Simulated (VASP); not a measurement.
# CuO (Pm-3m) in VASP: single point with LDA+U

Aim: the single point of CuO with LDA+U.

All numbers are computed with VASP 6.6.1; they aren't measurements. Logs are shortened: lines on timing, memory, paths and dates and some standing lists are left out, and cuts for length are marked.

## (1) The cell of the first run

Symmetry: Pm-3m, No. 221, cubic system. The conventional cell has a = 2.553 Å, b = 2.553 Å, c = 2.553 Å, α = 90.00°, β = 90.00°, γ = 90.00°. Within 2.9 Å of Cu (site symmetry m-3m) lie 8 O at 2.21 Å and 6 Cu at 2.55 Å. O (site symmetry m-3m) has 8 Cu at 2.21 Å and 6 O at 2.55 Å within 2.9 Å.

## (2) Single point, LDA+U

The input, INCAR:

```
PREC = Accurate
ENCUT = 820
EDIFF = 1E-6
ISMEAR = 0
SIGMA = 0.05
LREAL = False
LASPH = True
NELM = 200
ALGO = Normal
ISIF = 2
LWAVE = False
LCHARG = False
LMAXMIX = 4
LDAU = True
LDAUTYPE = 2
LDAUL = 2 -1
LDAUU = 8 0
LDAUJ = 0 0
LDAUPRINT = 1
GGA = CA
NBANDS = 20
GGA_COMPAT = False
```

The input, KPOINTS:

```
regular mesh
0
Gamma
  7 7 7
```

The input, POSCAR:

```
CuO
1.0
    2.5525506100      0.0000000000      0.0000000000
    0.0000000000      2.5525506100      0.0000000000
    0.0000000000      0.0000000000      2.5525506100
Cu O
1 1
Direct
    0.0000000000      0.0000000000      0.0000000000
    0.5000000000      0.5000000000      0.5000000000
```

Potentials or basis: VASP PAW LDA potentials, release 64 (Cu_sv_GW, O).

Started as:

```
> cat potpaw_LDA.64/Cu_sv_GW/POTCAR potpaw_LDA.64/O/POTCAR > POTCAR
> mpirun -np 1 vasp_std > vasp.out
```

OUTCAR:

```text
PREC = Accurate
   ENCUT = 820
   EDIFF = 1E-6
   ISMEAR = 0
   LREAL = False
   LASPH = True
   NELM = 200
   ISIF = 2
   GGA = CA

 ion  position               nearest neighbor table
   1  0.000  0.000  0.000-   2 2.21   2 2.21   2 2.21   2 2.21   2 2.21   2 2.21   2 2.21   2 2.21

   2  0.500  0.500  0.500-   1 2.21   1 2.21   1 2.21   1 2.21   1 2.21   1 2.21   1 2.21   1 2.21

  LATTYP: Found a simple cubic cell.
 ALAT       =     2.5525506100

  Lattice vectors:

 A1 = (   2.5525506100,   0.0000000000,   0.0000000000)
 A2 = (   0.0000000000,   2.5525506100,   0.0000000000)
 A3 = (   0.0000000000,   0.0000000000,   2.5525506100)

Analysis of symmetry for initial positions (statically):
=====================================================================
 Subroutine PRICEL returns:
 Original cell was already a primitive cell.

 Routine SETGRP: Setting up the symmetry group for a
 simple cubic supercell.

 Subroutine GETGRP returns: Found 48 space group operations
 (whereof 48 operations were pure point group operations)
 out of a pool of 48 trial point group operations.

The static configuration has the point symmetry O_h .

Analysis of symmetry for dynamics (positions and initial velocities):
=====================================================================
 Subroutine PRICEL returns:
 Original cell was already a primitive cell.

 Routine SETGRP: Setting up the symmetry group for a
 simple cubic supercell.

 Subroutine GETGRP returns: Found 48 space group operations
 (whereof 48 operations were pure point group operations)
 out of a pool of 48 trial point group operations.

The dynamic configuration has the point symmetry O_h .

 Subroutine INISYM returns: Found 48 space group operations
 (whereof 48 operations are pure point group operations),
 and found     1 'primitive' translations

----------------------------------------------------------------------------------------

                                     Primitive cell

  volume of cell :      16.6312

  direct lattice vectors                    reciprocal lattice vectors
     2.552550610  0.000000000  0.000000000     0.391765004  0.000000000  0.000000000
     0.000000000  2.552550610  0.000000000     0.000000000  0.391765004  0.000000000
     0.000000000  0.000000000  2.552550610     0.000000000  0.000000000  0.391765004

  length of vectors
     2.552550610  2.552550610  2.552550610     0.391765004  0.391765004  0.391765004

  position of ions in fractional coordinates (direct lattice)
     0.000000000  0.000000000  0.000000000
     0.500000000  0.500000000  0.500000000

  ion indices of the primitive-cell ions
   primitive index   ion index
                 1           1
                 2           2

----------------------------------------------------------------------------------------

 KPOINTS: regular mesh

Automatic generation of k-mesh.
 Grid dimensions read from file:
 generate k-points for:    7    7    7

 Generating k-lattice:

  Cartesian coordinates                     Fractional coordinates (reciprocal lattice)
     0.055966429  0.000000000  0.000000000     0.142857143  0.000000000  0.000000000
     0.000000000  0.055966429  0.000000000     0.000000000  0.142857143  0.000000000
     0.000000000  0.000000000  0.055966429     0.000000000  0.000000000  0.142857143

  Length of vectors
     0.055966429  0.055966429  0.055966429

  Shift w.r.t. Gamma in fractional coordinates (k-lattice)
     0.000000000  0.000000000  0.000000000

 Subroutine IBZKPT returns following result:
 ===========================================

 Found     20 irreducible k-points:

 Following reciprocal coordinates:
            Coordinates               Weight
  0.000000  0.000000  0.000000      1.000000
  0.142857  0.000000  0.000000      6.000000
  0.285714  0.000000  0.000000      6.000000
  0.428571  0.000000  0.000000      6.000000
  0.142857  0.142857  0.000000     12.000000
  0.285714  0.142857  0.000000     24.000000
[... 12 lines left out ...]
  0.428571  0.428571  0.285714     24.000000
  0.428571  0.428571  0.428571      8.000000
   k-points           NKPTS =     20   k-points in BZ     NKDIM =     20   number of bands    NBANDS=     20
   number of dos      NEDOS =    301   number of ions     NIONS =      2
   total plane-waves  NPLWV =  13824
   dimension x,y,z NGX =    24 NGY =   24 NGZ =   24
   dimension x,y,z NGXF=    48 NGYF=   48 NGZF=   48
   ions per type =               1   1
   NGX,Y,Z   is equivalent  to a cutoff of  15.63, 15.63, 15.63 a.u.
   NGXF,Y,Z  is equivalent  to a cutoff of  31.26, 31.26, 31.26 a.u.
 SYSTEM =  unknown system
   PREC   = accura    normal or accurate (medium, high low for compatibility)
   ISTART =      0    job   : 0-new  1-cont  2-samecut
   ICHARG =      2    charge: 1-file 2-atom 10-const
   ISPIN  =      1    spin polarized calculation?
   LNONCOLLINEAR =      F non collinear calculations
   LSORBIT =      F    spin-orbit coupling
   LASPH  =      T    aspherical Exc in radial PAW
   ENCUT  =  820.0 eV  60.27 Ry    7.76 a.u.   5.96  5.96  5.96*2*pi/ulx,y,z
   NELM   =    200;   NELMIN=  2; NELMDL= -5     # of ELM steps
   EDIFF  = 0.1E-05   stopping-criterion for ELM
   LREAL  =      F    real-space projection
   EDIFFG = 0.1E-04   stopping-criterion for IOM
   NSW    =      0    number of steps for IOM
   IBRION =     -1    ionic relax: 0-MD 1-quasi-New 2-CG
   NFREE  =      0    steps in history (QN), initial steepest desc. (CG)
   ISIF   =      2    stress and relaxation
   ISYM   =      2    0-nonsym 1-usesym 2-fastsym
   POTIM  = 0.5000    time-step for ionic-motion
   TEBEG  =    0.0;   TEEND  =   0.0 temperature during run
   PSTRESS=    0.0 pullay stress
   NELECT =      25.0000    total number of electrons
   NUPDOWN=      -1.0000    fix difference up-down
   EMIN   =  10.00;   EMAX   =-10.00  energy-range for DOS
   EFERMI =   0.00;   METHOD = LEGACY
   ISMEAR =     0;   SIGMA  =   0.05  broadening in eV -4-tet -1-fermi 0-gaus
   EFERMI_NEDOS =   21; number of points for ismear=-14 and -15
   IALGO  =     38    algorithm
   IMIX   =      4    mixing-type and parameters
     AMIX     =   0.40;   BMIX     =  1.00
     AMIX_MAG =   1.60;   BMIX_MAG =  1.00
  volume/ion in A,a.u.               =       8.32        56.12
  Fermi-wavevector in a.u.,A,eV,Ry     =   1.875342  3.543882 47.850431  3.516907
  Thomas-Fermi vector in A             =   2.920076
   LORBIT       =      0    0 simple, 1 ext, 2 COOP (PROOUT), +10 PAW based schemes
 LDA+U is selected, type is set to LDAUTYPE =  2
   angular momentum for each species LDAUL =     2   -1
   U (eV)           for each species LDAUU =   8.0  0.0
   J (eV)           for each species LDAUJ =   0.0  0.0
   GGA     = CA    functional components
   LHFCALC =     F    Hartree Fock is set to
   AEXX    =    0.0000 exact exchange contribution
   IVDW    =     0    specifies the selected vdW correction
   LEPSILON=     F    determine dielectric tensor
   LRPA    =     F    only Hartree local field effects (RPA)
 non-spin polarized calculation
 Gauss-broadening in eV      SIGMA  =   0.05
  energy-cutoff  :      820.00
  volume of cell :       16.63
 maximum number of plane-waves:       903
 NGX is ok and might be reduce to    24
   NGX = 11   NGY = 11   NGZ = 11

atom =   1  type =  1  l = 2

 onsite density matrix

spin component  1

  0.9001 -0.0000  0.0000 -0.0000 -0.0000
 -0.0000  0.9001  0.0000 -0.0000 -0.0000
  0.0000  0.0000  0.9380  0.0000 -0.0000
 -0.0000 -0.0000  0.0000  0.9001 -0.0000
 -0.0000 -0.0000 -0.0000 -0.0000  0.9380

spin component  2

  0.9001 -0.0000  0.0000 -0.0000 -0.0000
 -0.0000  0.9001  0.0000 -0.0000 -0.0000
  0.0000  0.0000  0.9380  0.0000 -0.0000
 -0.0000 -0.0000  0.0000  0.9001 -0.0000
 -0.0000 -0.0000 -0.0000 -0.0000  0.9380

 occupancies and eigenvectors

  o =  0.9001  v =  0.0000 -0.9192 -0.0000  0.3939 -0.0000  0.0000  0.0000  0.0000  0.0000  0.0000      0.0000  0.0000  0.0000  0.0000  0.0000  0.0000  0.0000  0.0000  0.0000  0.0000
  o =  0.9001  v =  0.0000  0.0000  0.0000  0.0000  0.0000  0.0000 -0.9192 -0.0000  0.3939 -0.0000      0.0000  0.0000  0.0000  0.0000  0.0000  0.0000  0.0000  0.0000  0.0000  0.0000
  o =  0.9001  v =  0.0000  0.0000  0.0000  0.0000  0.0000  0.0000  0.3939 -0.0000  0.9192  0.0000      0.0000  0.0000  0.0000  0.0000  0.0000  0.0000  0.0000  0.0000  0.0000  0.0000
  o =  0.9001  v =  0.0000  0.3939 -0.0000  0.9192  0.0000  0.0000  0.0000  0.0000  0.0000  0.0000      0.0000  0.0000  0.0000  0.0000  0.0000  0.0000  0.0000  0.0000  0.0000  0.0000
  o =  0.9001  v =  0.0000  0.0000  0.0000  0.0000  0.0000  1.0000  0.0000  0.0000  0.0000  0.0000      0.0000  0.0000  0.0000  0.0000  0.0000  0.0000  0.0000  0.0000  0.0000  0.0000
  o =  0.9001  v =  1.0000  0.0000  0.0000  0.0000  0.0000  0.0000  0.0000  0.0000  0.0000  0.0000      0.0000  0.0000  0.0000  0.0000  0.0000  0.0000  0.0000  0.0000  0.0000  0.0000
  o =  0.9380  v =  0.0000 -0.0000  0.0825 -0.0000  0.9966  0.0000  0.0000  0.0000  0.0000  0.0000      0.0000  0.0000  0.0000  0.0000  0.0000  0.0000  0.0000  0.0000  0.0000  0.0000
  o =  0.9380  v =  0.0000  0.0000  0.0000  0.0000  0.0000  0.0000 -0.0000  0.0825 -0.0000  0.9966      0.0000  0.0000  0.0000  0.0000  0.0000  0.0000  0.0000  0.0000  0.0000  0.0000
  o =  0.9380  v =  0.0000  0.0000  0.0000  0.0000  0.0000  0.0000  0.0000  0.9966  0.0000 -0.0825      0.0000  0.0000  0.0000  0.0000  0.0000  0.0000  0.0000  0.0000  0.0000  0.0000
  o =  0.9380  v =  0.0000  0.0000  0.9966  0.0000 -0.0825  0.0000  0.0000  0.0000  0.0000  0.0000      0.0000  0.0000  0.0000  0.0000  0.0000  0.0000  0.0000  0.0000  0.0000  0.0000

 number of electron      24.9999986 magnetization

 Free energy of the ion-electron system (eV)
  ---------------------------------------------------
  ext. energy  EPLUGINS =         0.00000000
  ---------------------------------------------------
  free energy    TOTEN  =        -7.17976554 eV

  energy without entropy =       -7.17553663  energy(sigma->0) =       -7.17765109

 E-fermi :   6.3626     XC(G=0): -14.2709

 val. band max:        6.3389824663   @ k =   0.2857   0.2857   0.0000
 cond. band min:       6.3754858872   @ k =   0.4286   0.4286   0.4286
 fundamental gap:      0.0365034209
 Fermi energy:         6.3625936680

 k-point     1 :       0.0000    0.0000    0.0000
  band No.  band energies     occupation
      1    -102.2048      2.00000
      2     -60.2063      2.00000
      3     -60.2063      2.00000
      4     -60.2063      2.00000
      5     -12.9309      2.00000
      6       1.7151      2.00000
[... 449 lines left out ...]
     19      29.6301      0.00000
     20      29.6301      0.00000

------------------------ aborting loop because EDIFF is reached ----------------------------------------

  FORCE on cell =-STRESS in cart. coord.  units (eV):
  Direction    XX          YY          ZZ          XY          YZ          ZX
  --------------------------------------------------------------------------------------
  -------------------------------------------------------------------------------------
  Total       -0.3311087     -0.3311087     -0.3311087      0.0000000      0.0000000      0.0000000
  in kB      -31.8976096    -31.8976096    -31.8976096      0.0000000      0.0000000      0.0000000
  external PRESSURE =     -31.8976096 kB  Pullay stress =       0.0000000 kB

 VOLUME and BASIS-vectors are now :
 -----------------------------------------------------------------------------
  energy-cutoff  :      820.00
  volume of cell :       16.63
      direct lattice vectors                 reciprocal lattice vectors
     2.552550610  0.000000000  0.000000000     0.391765004  0.000000000  0.000000000
     0.000000000  2.552550610  0.000000000     0.000000000  0.391765004  0.000000000
     0.000000000  0.000000000  2.552550610     0.000000000  0.000000000  0.391765004

 POSITION                                       TOTAL-FORCE (eV/Angst)
 -----------------------------------------------------------------------------------
      0.00000      0.00000      0.00000         0.000000      0.000000      0.000000
      1.27628      1.27628      1.27628         0.000000      0.000000      0.000000
 -----------------------------------------------------------------------------------
    total drift:                                0.000000      0.000000     -0.000000

  FREE ENERGIE OF THE ION-ELECTRON SYSTEM (eV)
  ---------------------------------------------------
  free  energy   TOTEN  =        -7.1797655391 eV

  energy  without entropy=       -7.1755366349  energy(sigma->0) =       -7.17765109
```

Wall time 17 s (1 thread of AMD EPYC 7R43 (Zen 3), shared host); peak memory 0.11 GiB.

What came out:

```yaml
Free_energy: -7.1798 eV
Pressure: -3.2 GPa
Band_gap_on_the_k_mesh: zero (an odd number of electrons rules out a gap without spin polarisation)
```

Levels at points of the mesh, in eV from the Fermi level:
```csv
k point,band 11,band 12,band 13,band 14,band 15,band 16
"(0.00, 0.00, 0.00)",-1.59,-1.59,-1.59,2.30,16.36,16.36
```

Eigenvalues of the final occupation matrices:
| site | spin | trace | eigenvalues |
| --- | --- | --- | --- |
| site 1 d | 1 | 4.58 | 0.90 0.90 0.90 0.94 0.94 |
| site 1 d | 2 | 4.58 | 0.90 0.90 0.90 0.94 0.94 |

Caveat: the cell stands under tension; an odd number of electrons without spin polarisation forces a metal; a magnetic or distorted state may lie lower; U without spin polarisation on a metal has little footing.

The gap in the log of VASP goes by the Fermi energy; the results here count the filled bands.